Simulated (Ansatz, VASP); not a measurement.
## Two plane-wave programs on CuRu2

```
Cu Ru
1.0
     3.31544    0.00000    0.00000
    -1.65772    2.87126    0.00000
     0.00000    0.00000    3.70488
Cu Ru
1 2
Direct
  0.00000 0.00000 0.00000
  0.33333 0.66667 0.50000
  0.66667 0.33333 0.50000
```

Change from the starting cell: species swapped into the ScB2 type (P6/mmm, No. 191).

Alike in both runs: task relaxation of cell and atoms; functional PBE; k mesh 6 × 6 × 6; occupations gaussian, width 0.1 eV; no spin polarisation.

|  | VASP | Ansatz |
| --- | --- | --- |
| version | VASP 6.6.1 | Ansatz 0.2.0 |
| potentials or method | VASP PAW PBE potentials, release 64 (Cu, Ru_pv), cutoff 600 eV | scalar-relativistic, plane waves, PAW |
| valence electrons in the cell | 39 | 51 |

Ansatz gave:

| Item | Value |
| --- | --- |
| gap on the k mesh at the Fermi level, each at its own relaxed structure (eV) | none |
| relaxed volume (Å³/atom) | 13.77 |
| relaxed length of the cell vector where the two differ most in proportion (Å) | 4.289 |

Estimate VASP's values.

gap on the k mesh at the Fermi level, each at its own relaxed structure (eV): none; relaxed volume (Å³/atom): 13.74; relaxed length of the cell vector where the two differ most in proportion (Å): 4.282.

A gap of «none» marks a metal or a gap that the smearing closes. VASP's potentials hold 39 valence electrons a cell and Ansatz's 51, so a difference there can come from the potentials and not from the codes.

The k mesh is coarse, so the values compare programs but aren't converged. Noted on VASP's run: the volume moved by over 15 % at a fixed basis, so the end points are rough.
